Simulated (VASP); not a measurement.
# TaN: relaxation of shape and atoms at fixed volume with RPBE+D4

TaN:

```
CELL_PARAMETERS angstrom
5.24969 0.00000 0.00000
-2.62485 4.54637 0.00000
0.00000 0.00000 2.93926
ATOMIC_POSITIONS crystal
Ta 0.00000 0.00000 0.00000
Ta 0.33333 0.66667 0.50000
Ta 0.66667 0.33333 0.50000
N 0.50000 0.00000 0.00000
N 0.50000 0.50000 0.00000
N 0.00000 0.50000 0.00000
```

```yaml
Program: VASP 6.6.1
Task: relaxation of shape and atoms at fixed volume
Functional: RPBE
Dispersion: D4
Potentials_or_basis: VASP PAW PBE potentials, release 64 (Ta_pv, N)
Cutoff: 600 eV
k_mesh: 6 × 6 × 8
Occupations: gaussian, width 0.05 eV
Spin: collinear spin
Starting_moments: "[0.05, -0.05, -0.05, 0.0, 0.0, 0.0] μB"
Dipole_correction: no
Further_INCAR_settings: ALGO = Normal; EDIFF = 1e-06; IBRION = 2; EDIFFG = -0.04; NSW = 60; ISIF = 4
```

| Quantity | Value |
| --- | --- |
| Energy gained by relaxing | 0.8 meV/atom |
| Ionic steps | 3 |
| Pressure after relaxing | -4.0 GPa |
| Band gap on the k mesh | zero (filled and empty bands overlap) |
| Net moment | 0.00 μB per cell |
| Valence electrons inside the program's atomic spheres | Ta 8.59, 8.97 (each value once); N 3.79 |
| Dispersion energy per atom | -0.575 eV |

Step by step:
```tsv
step	energy change (eV)	largest force (eV/Å)	pressure (GPa)	volume (Å³)
1	0.0000	0.0000	-4.69	70.15
2	-0.0049	0.0000	-3.86	70.15
3	-0.0051	0.0000	-4.01	70.15
```

Final structure:
```
Ta N
1.0
     5.26738    0.00000    0.00000
    -2.63369    4.56169    0.00000
     0.00000    0.00000    2.91955
Ta N
3 3
Direct
  0.00000 0.00000 0.00000
  0.33333 0.66667 0.50000
  0.66667 0.33333 0.50000
  0.50000 0.00000 0.00000
  0.50000 0.50000 0.00000
  0.00000 0.50000 0.00000
```

Levels at points of the mesh, in eV from the Fermi level:
Spin up:
| k point | band 21 | band 22 | band 23 | band 24 | band 25 | band 26 | band 27 | band 28 |
| --- | --- | --- | --- | --- | --- | --- | --- | --- |
| (0.00, 0.00, 0.00) | -3.09 | -2.51 | -2.12 | -1.22 | -1.22 | 0.86 | 0.86 | 1.05 |
| (0.50, 0.00, 0.00) | -3.37 | -3.01 | -1.73 | -0.76 | 1.22 | 1.75 | 1.78 | 2.20 |
| (0.00, 0.00, 0.50) | -3.13 | -3.13 | -1.93 | 0.82 | 0.82 | 1.49 | 1.64 | 2.32 |
| (0.50, 0.00, 0.50) | -3.34 | -3.02 | -2.10 | -1.24 | 0.98 | 1.29 | 2.96 | 3.21 |
Spin down:
| k point | band 20 | band 21 | band 22 | band 23 | band 24 | band 25 | band 26 | band 27 | band 28 |
| --- | --- | --- | --- | --- | --- | --- | --- | --- | --- |
| (0.00, 0.00, 0.00) | -3.09 | -3.09 | -2.51 | -2.12 | -1.22 | -1.22 | 0.86 | 0.86 | 1.05 |
| (0.50, 0.00, 0.00) | -4.50 | -3.37 | -3.01 | -1.73 | -0.76 | 1.22 | 1.75 | 1.78 | 2.20 |
| (0.00, 0.00, 0.50) | -3.61 | -3.13 | -3.13 | -1.93 | 0.82 | 0.82 | 1.49 | 1.64 | 2.32 |
| (0.50, 0.00, 0.50) | -4.42 | -3.34 | -3.02 | -2.10 | -1.24 | 0.98 | 1.29 | 2.96 | 3.24 |

Wall time 3.5 min on 1 thread of AMD EPYC 9R45 96-Core Processor (Zen 5), on a shared host, peak memory 0.28 GiB.

Caveat: the PAW data sets were made with another functional, which shifts forces and pressure a little; spin-orbit coupling is left out, which moves the levels of the heavy elements.
